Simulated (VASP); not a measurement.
Set up this calculation in VASP 6.6.1, as the native input.

```yaml
Task: single point
Functional: PBE
Potentials_or_basis: VASP PAW PBE potentials, release 64 (W_sv, C)
Cutoff: 520 eV
k_mesh: 18 × 18 × 16
Occupations: fermi-dirac, width 0.05 eV
Spin: collinear spin, ferromagnetic start
Starting_moments: "[2.0, 0.0] μB"
Dipole_correction: no
Further_INCAR_settings: ALGO = Normal; EDIFF = 1e-07; NBANDS = 20
```

The structure of WC lies in POSCAR:

```
WC
1.0
    2.8982000000      0.0000000000      0.0000000000
   -1.4491000000      2.5099148252      0.0000000000
    0.0000000000      0.0000000000      2.7747720000
W C
1 1
Direct
    0.0000000000      0.0000000000      0.0000000000
    0.6666666667      0.3333333333      0.5000000000
```

This cell differs from its parent crystal: z stretched by -2 %, then relaxed in part.

One way to write it, as run:

INCAR

```
SYSTEM = WC
PREC = Accurate
ENCUT = 520
EDIFF = 1E-7
ISMEAR = -1
SIGMA = 0.05
LREAL = .FALSE.
LASPH = .TRUE.
NELM = 150
ALGO = Normal
ISIF = 2
LWAVE = .FALSE.
LCHARG = .FALSE.
ISPIN = 2
MAGMOM = 2 0
LORBIT = 11
LMAXMIX = 4
GGA = PE
NBANDS = 20
```

KPOINTS

```
Automatic mesh
0
G
  18 18 16
  0 0 0
```

Potentials or basis: VASP PAW PBE potentials, release 64 (W_sv, C).

Launch:

```sh
$ cat potpaw_PBE.64/W_sv/POTCAR potpaw_PBE.64/C/POTCAR > POTCAR
$ mpirun -np 1 vasp_std > vasp.out
```

It gave:

* Pressure: 19.9 GPa
* Band gap on the k mesh: zero (filled and empty bands overlap)
* Net moment: 0.00 μB per cell
* Valence electrons inside the program's atomic spheres: W 12.26; C 2.46

Caveat: the cell differs from its parent crystal (z stretched by -2 %, then relaxed in part); spin-orbit coupling is left out, which moves the levels of the heavy elements.

Wall time 2.6 min on 1 thread of Intel(R) Xeon(R) Platinum 8488C (Sapphire Rapids), on a shared host, peak memory 0.31 GiB.
